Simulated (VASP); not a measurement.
**BN: single point with PBE+D3(BJ)**

BN:

```
CELL_PARAMETERS angstrom
2.49626 0.00224 -0.23620
-1.23888 2.16714 0.23618
-0.93292 -0.90833 3.41382
ATOMIC_POSITIONS crystal
B 0.99098 0.99139 0.99376
N 0.65717 0.32449 0.99305
```

| Property | Result |
| --- | --- |
| Program | VASP 6.6.1 |
| Task | single point |
| Functional | PBE |
| Dispersion | D3(BJ) |
| Potentials or basis | VASP PAW PBE potentials, release 64 (B, N) |
| Cutoff | 520 eV |
| k mesh | 12 × 12 × 12 |
| Occupations | gaussian, width 0.01 eV |
| Spin | no spin polarisation |
| Dipole correction | no |
| Further INCAR settings | ALGO = Normal; EDIFF = 1e-07; NBANDS = 11 |

The pressure is -0.4 GPa and the band gap on the k mesh is 4.26 eV (least direct gap 4.68 eV). The dispersion energy per atom is -0.139 eV.

Stress tensor (GPa, compression positive):
```
-0.32  0.00 -0.03
 0.00 -0.32  0.02
-0.03  0.02 -0.62
```

Levels at points of the mesh, in eV from the valence-band top:
| k point | band 1 | band 2 | band 3 | band 4 | band 5 | band 6 | band 7 | band 8 |
| --- | --- | --- | --- | --- | --- | --- | --- | --- |
| (0.00, 0.00, 0.00) | -17.74 | -4.12 | -1.29 | -1.29 | 5.20 | 11.63 | 11.63 | 13.08 |
| (0.50, 0.00, 0.00) | -14.50 | -8.78 | -4.12 | -1.17 | 4.26 | 9.85 | 14.26 | 17.60 |
| (0.00, 0.50, 0.00) | -14.57 | -8.90 | -4.06 | -0.58 | 5.28 | 9.87 | 13.08 | 15.05 |
| (0.50, 0.50, 0.00) | -14.57 | -8.90 | -4.06 | -0.58 | 5.29 | 9.87 | 13.08 | 15.04 |
| (0.00, 0.00, 0.50) | -17.47 | -6.12 | -1.31 | -1.31 | 10.15 | 11.56 | 11.56 | 12.18 |
| (0.50, 0.50, 0.50) | -14.50 | -8.78 | -4.12 | -1.17 | 4.26 | 9.85 | 14.27 | 17.62 |

Wall time 49 s on 1 thread of AMD EPYC 9R45 96-Core Processor (Zen 5), on a shared host, peak memory 0.18 GiB.

A k mesh can miss the band edges.
